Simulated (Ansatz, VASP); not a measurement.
# GaSb: VASP beside Ansatz

```xyz
2
Lattice="0.0000 2.8792 3.2208 3.2208 0.0000 3.2208 3.2208 2.8792 0.0000" Properties=species:S:1:pos:R:3 pbc="T T T"
Ga    0.0000    0.0000    0.0000
Sb    4.8312    4.3188    4.8312
```

Change from the starting cell: strain +e along x and -e along y +0.0000, strain +e along z and -e/2 along x and y -0.0733.

Alike in both runs: task single point; functional PBE; k mesh 12 × 12 × 12; occupations gaussian, width 0.15 eV; no spin polarisation.

```csv
,VASP,Ansatz
version,VASP 6.6.1,Ansatz 0.2.0
potentials or method,"VASP PAW PBE potentials, release 64 (Ga_d, Sb), cutoff 500 eV","scalar-relativistic, plane waves, PAW"
valence electrons in the cell,18,28
```

|  | VASP | Ansatz | Ansatz less VASP |
| --- | --- | --- | --- |
| gap on the k mesh at the Fermi level (eV) | 0.13 | 0.13 | +0.004 |
| least direct gap on the mesh (eV) | 0.53 | 0.53 | +0.001 |
| pressure (GPa) | 0.1 | 0.1 | -0.05 |
| traceless stress, the component that is largest in VASP (GPa) | 2.45 | 2.46 | +0.010 |

VASP's potentials hold 18 valence electrons a cell and Ansatz's 28, so a difference there can come from the potentials and not from the codes.

Spin-orbit coupling is off throughout.
